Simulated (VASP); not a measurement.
# InSe (C2/m) in VASP: single point with r2SCAN

Aim: the single point of InSe with r2SCAN.

Everything below comes from runs of VASP 6.6.1. Logs are shortened: lines on timing, memory, paths and dates and some standing lists are left out, and cuts for length are marked.

**1. The cell of the first run**

The structure is monoclinic, space group C2/m (No. 12). The conventional cell has a = 11.893 Å, b = 4.139 Å, c = 4.497 Å, α = 90.00°, β = 110.79°, γ = 90.00°. In (site symmetry m) has 5 Se at 2.69 to 3.49 Å and 1 In at 2.81 Å within 3.5 Å. Within 3.7 Å of Se (site symmetry m) lie 5 In at 2.69 to 3.49 Å and 3 Se at 3.40 to 3.61 Å.

**2. Single point, r2SCAN**

Input file POSCAR:

```
InSe
1.0
    5.9466148471     -2.0692639538      0.0175615608
    5.9466148471      2.0692639538      0.0175615608
   -1.6081140243      0.0000000000      4.1991654087
In Se
2 2
Direct
    0.8848552884      0.8848552884      0.0193391515
    0.1151447116      0.1151447116      0.9806608485
    0.6529405870      0.6529405870      0.6335435797
    0.3470594130      0.3470594130      0.3664564203
```

Input file INCAR.step1:

```
PREC = Accurate
ENCUT = 520
ISMEAR = 0
SIGMA = 0.02
LREAL = F
LASPH = T
NELM = 100
NBANDS = 27
GGA = PE
ALGO = Normal
EDIFF = 1E-4
LWAVE = T
LCHARG = F
```

Input file INCAR.step2:

```
PREC = Accurate
ENCUT = 520
EDIFF = 1E-7
ISMEAR = 0
SIGMA = 0.02
LREAL = F
LASPH = T
NELM = 100
ALGO = Normal
ISIF = 2
LWAVE = F
LCHARG = F
METAGGA = R2SCAN
LMIXTAU = T
NBANDS = 27
ISTART = 1
```

Input file KPOINTS:

```
Automatic mesh
0
Gamma
  10 10 8
```

Potentials or basis: VASP PAW PBE potentials, release 64 (In_d, Se).

The run is started by

```
cat potpaw_PBE.64/In_d/POTCAR potpaw_PBE.64/Se/POTCAR > POTCAR
cp INCAR.step1 INCAR
mpirun -np 1 vasp_std > vasp.out
cp INCAR.step2 INCAR
mpirun -np 1 vasp_std > vasp.out
```

OUTCAR:

```text
PREC = Accurate
   ENCUT = 520
   EDIFF = 1E-7
   ISMEAR = 0
   LREAL = F
   LASPH = T
   NELM = 100
   ISIF = 2
   METAGGA = R2SCAN
   ISTART = 1

 ion  position               nearest neighbor table
   1  0.885  0.885  0.019-   3 2.69   4 2.72   4 2.72   2 2.81   2 3.77   2 3.77
   2  0.115  0.115  0.981-   4 2.69   3 2.72   3 2.72   1 2.81   1 3.77   1 3.77
   3  0.653  0.653  0.634-   1 2.69   2 2.72   2 2.72
   4  0.347  0.347  0.366-   2 2.69   1 2.72   1 2.72

  LATTYP: Found a base centered monoclinic cell.
 ALAT       =    11.8932815569
 B/A-ratio  =     0.3479719107
 C/A-ratio  =     0.3780753472
 COS(beta)  =    -0.3548729030

  Lattice vectors:

 A1 = (   5.9466148471,  -2.0692639538,   0.0175615608)
 A2 = (   5.9466148471,   2.0692639538,   0.0175615608)
 A3 = (  -1.6081140243,   0.0000000000,   4.1991654087)

Analysis of symmetry for initial positions (statically):
=====================================================================
 Subroutine PRICEL returns:
 Original cell was already a primitive cell.

 Routine SETGRP: Setting up the symmetry group for a
 base centered monoclinic supercell.

 Subroutine GETGRP returns: Found  4 space group operations
 (whereof  4 operations were pure point group operations)
 out of a pool of  4 trial point group operations.

The static configuration has the point symmetry C_2h.

Analysis of symmetry for dynamics (positions and initial velocities):
=====================================================================
 Subroutine PRICEL returns:
 Original cell was already a primitive cell.

 Routine SETGRP: Setting up the symmetry group for a
 base centered monoclinic supercell.

 Subroutine GETGRP returns: Found  4 space group operations
 (whereof  4 operations were pure point group operations)
 out of a pool of  4 trial point group operations.

The dynamic configuration has the point symmetry C_2h.

 Subroutine INISYM returns: Found  4 space group operations
 (whereof  4 operations are pure point group operations),
 and found     1 'primitive' translations

----------------------------------------------------------------------------------------

                                     Primitive cell

  volume of cell :     103.4593

  direct lattice vectors                    reciprocal lattice vectors
     5.946614847 -2.069263954  0.017561561     0.083986465 -0.241631813  0.032163489
     5.946614847  2.069263954  0.017561561     0.083986465  0.241631813  0.032163489
    -1.608114024  0.000000000  4.199165409    -0.000702489  0.000000000  0.237873535

  length of vectors
     6.296379107  6.296379107  4.496556554     0.257825812  0.257825812  0.237874572

  position of ions in fractional coordinates (direct lattice)
     0.884855288  0.884855288  0.019339151
     0.115144712  0.115144712  0.980660849
     0.652940587  0.652940587  0.633543580
     0.347059413  0.347059413  0.366456420

  ion indices of the primitive-cell ions
   primitive index   ion index
                 1           1
                 2           2
                 3           3
                 4           4

----------------------------------------------------------------------------------------

 KPOINTS: Automatic mesh

Automatic generation of k-mesh.
 Grid dimensions read from file:
 generate k-points for:   10   10    8

 Generating k-lattice:

  Cartesian coordinates                     Fractional coordinates (reciprocal lattice)
     0.008398646 -0.024163181  0.003216349     0.100000000 -0.000000000  0.000000000
     0.008398646  0.024163181  0.003216349    -0.000000000  0.100000000  0.000000000
    -0.000087811  0.000000000  0.029734192     0.000000000  0.000000000  0.125000000

  Length of vectors
     0.025782581  0.025782581  0.029734321

  Shift w.r.t. Gamma in fractional coordinates (k-lattice)
     0.000000000  0.000000000  0.000000000

 Subroutine IBZKPT returns following result:
 ===========================================

 Found    227 irreducible k-points:

 Following reciprocal coordinates:
            Coordinates               Weight
  0.000000  0.000000  0.000000      1.000000
  0.100000  0.000000  0.000000      4.000000
  0.200000  0.000000  0.000000      4.000000
  0.300000  0.000000  0.000000      4.000000
  0.400000  0.000000  0.000000      4.000000
  0.500000  0.000000  0.000000      2.000000
[... 16 lines left out ...]
  0.300000  0.300000  0.000000      2.000000
  0.400000  0.300000  0.000000      4.000000
 [... further k-points ...]
   k-points           NKPTS =    227   k-points in BZ     NKDIM =    227   number of bands    NBANDS=     27
   number of dos      NEDOS =    301   number of ions     NIONS =      4
   total plane-waves  NPLWV =  82944
   dimension x,y,z NGX =    48 NGY =   48 NGZ =   36
   dimension x,y,z NGXF=    96 NGYF=   96 NGZF=   72
   ions per type =               2   2
   NGX,Y,Z   is equivalent  to a cutoff of  12.67, 12.67, 13.31 a.u.
   NGXF,Y,Z  is equivalent  to a cutoff of  25.35, 25.35, 26.62 a.u.
 SYSTEM =  unknown system
   PREC   = accura    normal or accurate (medium, high low for compatibility)
   ISTART =      1    job   : 0-new  1-cont  2-samecut
   ICHARG =      0    charge: 1-file 2-atom 10-const
   ISPIN  =      1    spin polarized calculation?
   LNONCOLLINEAR =      F non collinear calculations
   LSORBIT =      F    spin-orbit coupling
   LASPH  =      T    aspherical Exc in radial PAW
   ENCUT  =  520.0 eV  38.22 Ry    6.18 a.u.  11.71 11.71  8.36*2*pi/ulx,y,z
   NELM   =    100;   NELMIN=  2; NELMDL=  0     # of ELM steps
   EDIFF  = 0.1E-06   stopping-criterion for ELM
   LREAL  =      F    real-space projection
   EDIFFG = 0.1E-05   stopping-criterion for IOM
   NSW    =      0    number of steps for IOM
   IBRION =     -1    ionic relax: 0-MD 1-quasi-New 2-CG
   NFREE  =      0    steps in history (QN), initial steepest desc. (CG)
   ISIF   =      2    stress and relaxation
   ISYM   =      2    0-nonsym 1-usesym 2-fastsym
   POTIM  = 0.5000    time-step for ionic-motion
   TEBEG  =    0.0;   TEEND  =   0.0 temperature during run
   PSTRESS=    0.0 pullay stress
   NELECT =      38.0000    total number of electrons
   NUPDOWN=      -1.0000    fix difference up-down
   EMIN   =  10.00;   EMAX   =-10.00  energy-range for DOS
   EFERMI =   0.00;   METHOD = LEGACY
   ISMEAR =     0;   SIGMA  =   0.02  broadening in eV -4-tet -1-fermi 0-gaus
   EFERMI_NEDOS =   21; number of points for ismear=-14 and -15
   IALGO  =     38    algorithm
   IMIX   =      4    mixing-type and parameters
     AMIX     =   0.40;   BMIX     =  1.00
     AMIX_MAG =   1.60;   BMIX_MAG =  1.00
  volume/ion in A,a.u.               =      25.86       174.54
  Fermi-wavevector in a.u.,A,eV,Ry     =   1.172410  2.215534 18.701822  1.374545
  Thomas-Fermi vector in A             =   2.308839
   LORBIT       =      0    0 simple, 1 ext, 2 COOP (PROOUT), +10 PAW based schemes
   METAGGA = R2SCAN    functional components
   LHFCALC =     F    Hartree Fock is set to
   AEXX    =    0.0000 exact exchange contribution
   IVDW    =     0    specifies the selected vdW correction
   LEPSILON=     F    determine dielectric tensor
   LRPA    =     F    only Hartree local field effects (RPA)
 non-spin polarized calculation
 Gauss-broadening in eV      SIGMA  =   0.02
  energy-cutoff  :      520.00
  volume of cell :      103.46
 maximum number of plane-waves:      2814
   NGX = 23   NGY = 23   NGZ = 17

 number of electron      37.9999994 magnetization

 Free energy of the ion-electron system (eV)
  ---------------------------------------------------
  ext. energy  EPLUGINS =         0.00000000
  ---------------------------------------------------
  free energy    TOTEN  =       -76.29309124 eV

  energy without entropy =      -76.29309124  energy(sigma->0) =      -76.29309124

 E-fermi :   4.9648     XC(G=0): -10.1663

 val. band max:        4.8573753385   @ k =  -0.2000  -0.2000   0.3750
 cond. band min:       5.7641452948   @ k =   0.4000   0.4000   0.0000
 fundamental gap:      0.9067699563
 Fermi energy:         4.9647982594

 k-point     1 :       0.0000    0.0000    0.0000
  band No.  band energies     occupation
      1     -10.3387      2.00000
      2     -10.2433      2.00000
      3     -10.0181      2.00000
      4     -10.0055      2.00000
      5      -9.9761      2.00000
      6      -9.9697      2.00000
[... 19 lines left out ...]
     26      12.4219      0.00000
     27      14.2152      0.00000

 k-point     2 :       0.1000    0.0000    0.0000
  band No.  band energies     occupation
      1     -10.3360      2.00000
      2     -10.2395      2.00000
      3     -10.0519      2.00000
      4      -9.9977      2.00000
      5      -9.9870      2.00000
      6      -9.9597      2.00000
[... 19 lines left out ...]
     26      12.4708      0.00000
     27      14.1212      0.00000

 k-point     3 :       0.2000    0.0000    0.0000
  band No.  band energies     occupation
      1     -10.3290      2.00000
      2     -10.2337      2.00000
      3     -10.1074      2.00000
      4     -10.0067      2.00000
      5      -9.9855      2.00000
      6      -9.9468      2.00000
[... 19 lines left out ...]
     26      12.2679      0.00000
     27      13.4744      0.00000

 k-point     4 :       0.3000    0.0000    0.0000
  band No.  band energies     occupation
      1     -10.3196      2.00000
      2     -10.2437      2.00000
      3     -10.1362      2.00000
      4     -10.0296      2.00000
      5      -9.9731      2.00000
      6      -9.9593      2.00000
[... 19 lines left out ...]
     26      12.7451      0.00000
     27      13.3069      0.00000

 k-point     5 :       0.4000    0.0000    0.0000
  band No.  band energies     occupation
      1     -10.3091      2.00000
      2     -10.2703      2.00000
      3     -10.1307      2.00000
      4     -10.0509      2.00000
      5      -9.9704      2.00000
      6      -9.9636      2.00000
[... 19 lines left out ...]
     26      12.8755      0.00000
     27      13.8593      0.00000

 k-point     6 :       0.5000    0.0000    0.0000
  band No.  band energies     occupation
      1     -10.2997      2.00000
      2     -10.2877      2.00000
      3     -10.1229      2.00000
      4     -10.0610      2.00000
      5      -9.9743      2.00000
      6      -9.9607      2.00000
[... 444 lines left out ...]
      1     -10.3272      2.00000
      2     -10.2455      2.00000
      3     -10.1530      2.00000
      4     -10.0345      2.00000
      5      -9.9847      2.00000
      6      -9.9547      2.00000
[... 19 lines left out ...]
     26      12.6110      0.00000
     27      12.6858      0.00000

 k-point    22 :      -0.2000    0.2000    0.0000
  band No.  band energies     occupation
      1     -10.2950      2.00000
      2     -10.2771      2.00000
      3     -10.1645      2.00000
      4     -10.0249      2.00000
      5      -9.9719      2.00000
      6      -9.9587      2.00000
[... 19 lines left out ...]
     26      13.2097      0.00000
     27      13.3395      0.00000

 k-point    23 :       0.3000    0.3000    0.0000
  band No.  band energies     occupation
      1     -10.3678      2.00000
      2     -10.1618      2.00000
      3     -10.0618      2.00000
      4     -10.0104      2.00000
      5      -9.9877      2.00000
      6      -9.9672      2.00000
[... 19 lines left out ...]
     26      12.3370      0.00000
     27      13.3404      0.00000

 k-point    24 :       0.4000    0.3000    0.0000
  band No.  band energies     occupation
      1     -10.3701      2.00000
      2     -10.1423      2.00000
      3     -10.0696      2.00000
      4     -10.0213      2.00000
      5     -10.0038      2.00000
      6      -9.9569      2.00000
[... 19 lines left out ...]
     26      11.9793      0.00000
     27      12.7351      0.00000

 [... further k-points ...]
[... 5 lines left out ...]
  --------------------------------------------------------------------------------------
  -------------------------------------------------------------------------------------
  Total        0.3281383      0.3881160      0.4486353      0.0000000      0.0000000     -0.0928849
  in kB        5.0815704      6.0103880      6.9475941      0.0000000      0.0000000     -1.4384208
  external PRESSURE =       6.0131842 kB  Pullay stress =       0.0000000 kB

 VOLUME and BASIS-vectors are now :
 -----------------------------------------------------------------------------
  energy-cutoff  :      520.00
  volume of cell :      103.46
      direct lattice vectors                 reciprocal lattice vectors
     5.946614847 -2.069263954  0.017561561     0.083986465 -0.241631813  0.032163489
     5.946614847  2.069263954  0.017561561     0.083986465  0.241631813  0.032163489
    -1.608114024  0.000000000  4.199165409    -0.000702489  0.000000000  0.237873535

 POSITION                                       TOTAL-FORCE (eV/Angst)
 -----------------------------------------------------------------------------------
     10.49269      0.00000      0.11229        -0.069533      0.000000      0.023512
     -0.20757      0.00000      4.12200         0.069533      0.000000     -0.023512
      6.74676      0.00000      2.68329         0.049987      0.000000      0.259507
      3.53835      0.00000      1.55100        -0.049987      0.000000     -0.259507
 -----------------------------------------------------------------------------------
    total drift:                                0.000000      0.000000     -0.000000

  FREE ENERGIE OF THE ION-ELECTRON SYSTEM (eV)
  ---------------------------------------------------
  free  energy   TOTEN  =       -76.2930912434 eV

  energy  without entropy=      -76.2930912434  energy(sigma->0) =      -76.29309124
```

Wall time 60 min (1 thread of Oxide Virtual Turin-like, shared host); peak memory 0.67 GiB.

What came out:

```yaml
Free_energy: -76.2931 eV
Pressure: 0.6 GPa
Largest_force: 0.264 eV/Å
Band_gap_on_the_k_mesh: 0.91 eV (least direct gap 1.39 eV)
```

Forces on the atoms (eV/Å):
```
In  -0.070  0.000  0.024
In   0.070  0.000 -0.024
Se   0.050  0.000  0.260
Se  -0.050  0.000 -0.260
```

Caveat: the PAW data sets were made with another functional, which shifts forces and pressure a little; spin-orbit coupling is left out, which moves the levels of the heavy elements. r2SCAN opens gaps a little over a GGA but as a rule still falls short of measured ones.
